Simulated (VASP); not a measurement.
# NaF in VASP: further runs

The runs below take NaF through single point, with PBE.

Everything below comes from runs of VASP 6.6.1. Logs are shortened: lines on timing, memory, paths and dates and some standing lists are left out, and cuts for length are marked.

### 1 The cell of the first run

The structure is trigonal, space group R3m (No. 160). The conventional cell has a = 3.233 Å, b = 3.233 Å, c = 7.919 Å, α = 90.00°, β = 90.00°, γ = 120.00°. Na (site symmetry 3m) has 3 F at 1.87 Å within 2.5 Å. F (site symmetry 3m) has 3 Na at 1.87 Å within 2.5 Å.

### 2 Single point, PBE

File INCAR:

```
PREC = Accurate ; ENCUT = 520
EDIFF = 1E-7 ; ISMEAR = -1
SIGMA = 0.02 ; LREAL = False
LASPH = True ; NELM = 100
ALGO = Normal ; ISIF = 2
LWAVE = False ; LCHARG = True
GGA = PE ; LELF = True
LVHAR = True ; NBANDS = 14
```

File KPOINTS:

```
regular mesh
0
Gamma
  8 8 8
```

File POSCAR:

```
NaF
1.0
    0.0000000000      2.2858943317      2.2858943317
    2.2858943317      0.0000000000      2.2858943317
    2.2858943317      2.2858943317      0.0000000000
Na F
1 1
Direct
   -0.1220977261      0.0823657933      0.0823653558
    0.8720978360      0.4176341342      0.4176345716
```

Potentials or basis: VASP PAW PBE potentials, release 64 (Na_pv, F).

The run is started by

```
> cat potpaw_PBE.64/Na_pv/POTCAR potpaw_PBE.64/F/POTCAR > POTCAR
> mpirun -np 1 vasp_std > vasp.out
```

OUTCAR:

```text
PREC = Accurate
   ENCUT = 520
   EDIFF = 1E-7
   ISMEAR = -1
   LREAL = False
   LASPH = True
   NELM = 100
   ISIF = 2
   GGA = PE

 ion  position               nearest neighbor table
   1  0.878  0.082  0.082-   2 1.87   2 1.87   2 1.87
   2  0.872  0.418  0.418-   1 1.87   1 1.87   1 1.87

  LATTYP: Found a face centered cubic cell.
 ALAT       =     4.5717886634

  Lattice vectors:

 A1 = (   0.0000000000,   2.2858943317,   2.2858943317)
 A2 = (   2.2858943317,   0.0000000000,   2.2858943317)
 A3 = (   2.2858943317,   2.2858943317,   0.0000000000)

Analysis of symmetry for initial positions (statically):
=====================================================================
 Subroutine PRICEL returns:
 Original cell was already a primitive cell.

 Routine SETGRP: Setting up the symmetry group for a
 face centered cubic supercell.

 Subroutine GETGRP returns: Found  6 space group operations
 (whereof  2 operations were pure point group operations)
 out of a pool of 48 trial point group operations.

The static configuration has the point symmetry C_1h.
 The point group associated with its full space group is C_3v.

Analysis of symmetry for dynamics (positions and initial velocities):
=====================================================================
 Subroutine PRICEL returns:
 Original cell was already a primitive cell.

 Routine SETGRP: Setting up the symmetry group for a
 face centered cubic supercell.

 Subroutine GETGRP returns: Found  6 space group operations
 (whereof  2 operations were pure point group operations)
 out of a pool of 48 trial point group operations.

The dynamic configuration has the point symmetry C_1h.
 The point group associated with its full space group is C_3v.

 Subroutine INISYM returns: Found  6 space group operations
 (whereof  2 operations are pure point group operations),
 and found     1 'primitive' translations

----------------------------------------------------------------------------------------

                                     Primitive cell

  volume of cell :      23.8890

  direct lattice vectors                    reciprocal lattice vectors
     0.000000000  2.285894332  2.285894332    -0.218732770  0.218732770  0.218732770
     2.285894332  0.000000000  2.285894332     0.218732770 -0.218732770  0.218732770
     2.285894332  2.285894332  0.000000000     0.218732770  0.218732770 -0.218732770

  length of vectors
     3.232742766  3.232742766  3.232742766     0.378856272  0.378856272  0.378856272

  position of ions in fractional coordinates (direct lattice)
     0.877902274  0.082365793  0.082365356
     0.872097836  0.417634134  0.417634572

  ion indices of the primitive-cell ions
   primitive index   ion index
                 1           1
                 2           2

----------------------------------------------------------------------------------------

 KPOINTS: regular mesh

Automatic generation of k-mesh.
 Grid dimensions read from file:
 generate k-points for:    8    8    8

 Generating k-lattice:

  Cartesian coordinates                     Fractional coordinates (reciprocal lattice)
    -0.027341596  0.027341596  0.027341596     0.125000000  0.000000000  0.000000000
     0.027341596 -0.027341596  0.027341596     0.000000000  0.125000000  0.000000000
     0.027341596  0.027341596 -0.027341596     0.000000000  0.000000000  0.125000000

  Length of vectors
     0.047357034  0.047357034  0.047357034

  Shift w.r.t. Gamma in fractional coordinates (k-lattice)
     0.000000000  0.000000000  0.000000000

 Subroutine IBZKPT returns following result:
 ===========================================

 Found     65 irreducible k-points:

 Following reciprocal coordinates:
            Coordinates               Weight
  0.000000  0.000000  0.000000      1.000000
  0.125000  0.000000  0.000000      2.000000
  0.000000  0.125000  0.000000      6.000000
  0.250000  0.000000  0.000000      2.000000
  0.000000  0.250000  0.000000      6.000000
  0.375000  0.000000  0.000000      2.000000
[... 16 lines left out ...]
 -0.250000  0.125000  0.000000      6.000000
  0.000000 -0.250000  0.125000     12.000000
 [... further k-points ...]
   k-points           NKPTS =     65   k-points in BZ     NKDIM =     65   number of bands    NBANDS=     14
   number of dos      NEDOS =    301   number of ions     NIONS =      2
   total plane-waves  NPLWV =  13824
   dimension x,y,z NGX =    24 NGY =   24 NGZ =   24
   dimension x,y,z NGXF=    48 NGYF=   48 NGZF=   48
   ions per type =               1   1
   NGX,Y,Z   is equivalent  to a cutoff of  12.34, 12.34, 12.34 a.u.
   NGXF,Y,Z  is equivalent  to a cutoff of  24.68, 24.68, 24.68 a.u.
 SYSTEM =  unknown system
   PREC   = accura    normal or accurate (medium, high low for compatibility)
   ISTART =      0    job   : 0-new  1-cont  2-samecut
   ICHARG =      2    charge: 1-file 2-atom 10-const
   ISPIN  =      1    spin polarized calculation?
   LNONCOLLINEAR =      F non collinear calculations
   LSORBIT =      F    spin-orbit coupling
   LASPH  =      T    aspherical Exc in radial PAW
   ENCUT  =  520.0 eV  38.22 Ry    6.18 a.u.   6.01  6.01  6.01*2*pi/ulx,y,z
   NELM   =    100;   NELMIN=  2; NELMDL= -5     # of ELM steps
   EDIFF  = 0.1E-06   stopping-criterion for ELM
   LREAL  =      F    real-space projection
   EDIFFG = 0.1E-05   stopping-criterion for IOM
   NSW    =      0    number of steps for IOM
   IBRION =     -1    ionic relax: 0-MD 1-quasi-New 2-CG
   NFREE  =      0    steps in history (QN), initial steepest desc. (CG)
   ISIF   =      2    stress and relaxation
   ISYM   =      2    0-nonsym 1-usesym 2-fastsym
   POTIM  = 0.5000    time-step for ionic-motion
   TEBEG  =    0.0;   TEEND  =   0.0 temperature during run
   PSTRESS=    0.0 pullay stress
   NELECT =      14.0000    total number of electrons
   NUPDOWN=      -1.0000    fix difference up-down
   EMIN   =  10.00;   EMAX   =-10.00  energy-range for DOS
   EFERMI =   0.00;   METHOD = LEGACY
   ISMEAR =    -1;   SIGMA  =   0.02  broadening in eV -4-tet -1-fermi 0-gaus
   EFERMI_NEDOS =   21; number of points for ismear=-14 and -15
   IALGO  =     38    algorithm
   IMIX   =      4    mixing-type and parameters
     AMIX     =   0.40;   BMIX     =  1.00
     AMIX_MAG =   1.60;   BMIX_MAG =  1.00
  volume/ion in A,a.u.               =      11.94        80.61
  Fermi-wavevector in a.u.,A,eV,Ry     =   1.369992  2.588909 25.536476  1.876878
  Thomas-Fermi vector in A             =   2.495818
   LORBIT       =      0    0 simple, 1 ext, 2 COOP (PROOUT), +10 PAW based schemes
   GGA     = PE    functional components
   LHFCALC =     F    Hartree Fock is set to
   AEXX    =    0.0000 exact exchange contribution
   IVDW    =     0    specifies the selected vdW correction
   LEPSILON=     F    determine dielectric tensor
   LRPA    =     F    only Hartree local field effects (RPA)
 non-spin polarized calculation
  energy-cutoff  :      520.00
  volume of cell :       23.89
 maximum number of plane-waves:       660
   NGX = 13   NGY = 13   NGZ = 13

 number of electron      13.9999998 magnetization

 Free energy of the ion-electron system (eV)
  ---------------------------------------------------
  ext. energy  EPLUGINS =         0.00000000
  ---------------------------------------------------
  free energy    TOTEN  =        -7.23782463 eV

  energy without entropy =       -7.23782463  energy(sigma->0) =       -7.23782463

 E-fermi :  -1.4249     XC(G=0):  -9.1026

 val. band max:       -1.9131004578   @ k =   0.0000   0.0000   0.0000
 cond. band min:       4.2774649894   @ k =   0.0000   0.0000   0.0000
 fundamental gap:      6.1905654472
 Fermi energy:        -1.4249104849

 k-point     1 :       0.0000    0.0000    0.0000
  band No.  band energies     occupation
      1     -21.3151      2.00000
      2     -20.2012      2.00000
      3     -20.1695      2.00000
      4     -20.1694      2.00000
      5      -2.2282      2.00000
      6      -2.2282      2.00000
      7      -1.9131      2.00000
      8       4.2775      0.00000
      9      18.6439      0.00000
     10      19.2709      0.00000
     11      19.2710      0.00000
     12      22.2497      0.00000
     13      22.2498      0.00000
     14      22.8077      0.00000

 k-point     2 :       0.1250    0.0000    0.0000
  band No.  band energies     occupation
      1     -21.2934      2.00000
      2     -20.2169      2.00000
      3     -20.1726      2.00000
      4     -20.1726      2.00000
      5      -2.2495      2.00000
      6      -2.2495      2.00000
      7      -2.2258      2.00000
      8       4.8974      0.00000
      9      17.0375      0.00000
     10      19.4614      0.00000
     11      19.4614      0.00000
     12      21.3958      0.00000
     13      21.3958      0.00000
     14      24.1754      0.00000

 k-point     3 :       0.0000    0.1250    0.0000
  band No.  band energies     occupation
      1     -21.5817      2.00000
      2     -20.2087      2.00000
      3     -20.1780      2.00000
      4     -19.8625      2.00000
      5      -2.4458      2.00000
      6      -2.1995      2.00000
      7      -1.9664      2.00000
      8       4.7901      0.00000
      9      16.8679      0.00000
     10      18.6825      0.00000
     11      19.7163      0.00000
     12      21.1107      0.00000
     13      22.1778      0.00000
     14      23.7059      0.00000

 k-point     4 :       0.2500    0.0000    0.0000
  band No.  band energies     occupation
      1     -21.2311      2.00000
      2     -20.2671      2.00000
      3     -20.1803      2.00000
      4     -20.1803      2.00000
      5      -2.8292      2.00000
      6      -2.3007      2.00000
      7      -2.3007      2.00000
      8       6.3816      0.00000
      9      14.6920      0.00000
     10      19.2566      0.00000
     11      19.2566      0.00000
     12      21.2890      0.00000
     13      21.2890      0.00000
     14      23.5862      0.00000

 k-point     5 :       0.0000    0.2500    0.0000
  band No.  band energies     occupation
      1     -21.9932      2.00000
      2     -20.2175      2.00000
      3     -20.1986      2.00000
      4     -19.3643      2.00000
      5      -2.9138      2.00000
      6      -2.1302      2.00000
      7      -2.0511      2.00000
      8       6.0645      0.00000
      9      14.2553      0.00000
     10      17.5279      0.00000
     11      19.5841      0.00000
[... 276 lines left out ...]
 k-point    22 :       0.1250    0.0000   -0.3750
  band No.  band energies     occupation
      1     -22.2641      2.00000
      2     -20.2507      2.00000
      3     -20.2224      2.00000
      4     -18.9831      2.00000
      5      -3.3288      2.00000
      6      -2.3204      2.00000
      7      -2.0828      2.00000
      8       8.6013      0.00000
      9      11.3586      0.00000
     10      16.7280      0.00000
     11      17.4541      0.00000
     12      22.0658      0.00000
     13      23.5532      0.00000
     14      24.2087      0.00000

 k-point    23 :      -0.2500    0.1250    0.0000
  band No.  band energies     occupation
      1     -21.4949      2.00000
      2     -20.3003      2.00000
      3     -20.1869      2.00000
      4     -19.8549      2.00000
      5      -3.0358      2.00000
      6      -2.4196      2.00000
      7      -2.2604      2.00000
      8       7.2394      0.00000
      9      13.8641      0.00000
     10      17.6800      0.00000
     11      18.6977      0.00000
     12      21.1006      0.00000
     13      22.2704      0.00000
     14      25.0314      0.00000

 k-point    24 :       0.0000   -0.2500    0.1250
  band No.  band energies     occupation
      1     -22.1994      2.00000
      2     -20.2423      2.00000
      3     -20.2139      2.00000
      4     -19.0797      2.00000
      5      -3.0196      2.00000
      6      -2.2353      2.00000
      7      -2.0602      2.00000
      8       6.8562      0.00000
      9      13.5041      0.00000
     10      15.4969      0.00000
     11      19.2691      0.00000
     12      22.1062      0.00000
     13      23.5389      0.00000
     14      24.5865      0.00000

 [... further k-points ...]
[... 5 lines left out ...]
  --------------------------------------------------------------------------------------
  -------------------------------------------------------------------------------------
  Total        5.1860285      5.1860285      5.1860285      2.5095005     -2.5095005      2.5095005
  in kB      347.8139814    347.8139814    347.8139814    168.3059289   -168.3059289    168.3059289
  external PRESSURE =     347.8139814 kB  Pullay stress =       0.0000000 kB

 VOLUME and BASIS-vectors are now :
 -----------------------------------------------------------------------------
  energy-cutoff  :      520.00
  volume of cell :       23.89
      direct lattice vectors                 reciprocal lattice vectors
     0.000000000  2.285894332  2.285894332    -0.218732770  0.218732770  0.218732770
     2.285894332  0.000000000  2.285894332     0.218732770 -0.218732770  0.218732770
     2.285894332  2.285894332  0.000000000     0.218732770  0.218732770 -0.218732770

 POSITION                                       TOTAL-FORCE (eV/Angst)
 -----------------------------------------------------------------------------------
      0.37656      2.19507      2.19507        -0.000871      0.000871      0.000871
      1.90934      2.94819      2.94819         0.000871     -0.000871     -0.000871
 -----------------------------------------------------------------------------------
    total drift:                               -0.004533     -0.003716     -0.000999

  FREE ENERGIE OF THE ION-ELECTRON SYSTEM (eV)
  ---------------------------------------------------
  free  energy   TOTEN  =        -7.2378246293 eV

  energy  without entropy=       -7.2378246293  energy(sigma->0) =       -7.23782463
```

Wall time 13 s (1 thread of AMD EPYC 9R45 (Zen 5), shared host); peak memory 0.11 GiB.

Results:

```yaml
Free_energy: -7.2378 eV
Pressure: 34.8 GPa
Band_gap_on_the_k_mesh: 6.19 eV, direct
```

(Part 1 of 2 ends here.)
